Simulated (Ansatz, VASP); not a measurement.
**Mg in VASP and in Ansatz**

```xyz
1
Lattice="-1.8034 1.8034 1.8034 1.8034 -1.8034 1.8034 1.8034 1.8034 -1.8034" Properties=species:S:1:pos:R:3 pbc="T T T"
Mg    0.0000    0.0000    0.0000
```

Alike in both runs: task single point; functional LDA; k mesh 8 × 8 × 8; occupations methfessel-paxton of order 1, width 0.1 eV; no spin polarisation.

|  | VASP | Ansatz |
| --- | --- | --- |
| version | VASP 6.6.1 | Ansatz 0.2.0 |
| potentials or method | VASP PAW LDA potentials, release 64 (Mg), cutoff 520 eV | plane waves, PAW |
| valence electrons in the cell | 2 | 10 |

```tsv
	VASP	Ansatz	Ansatz less VASP
pressure (GPa)	-3.2	-2.9	+0.31
```

LDA's correlation is that of Perdew and Zunger in VASP and of Perdew and Wang (1992) in Ansatz. VASP's potentials hold 2 valence electrons a cell and Ansatz's 10, so a difference there can come from the potentials and not from the codes.
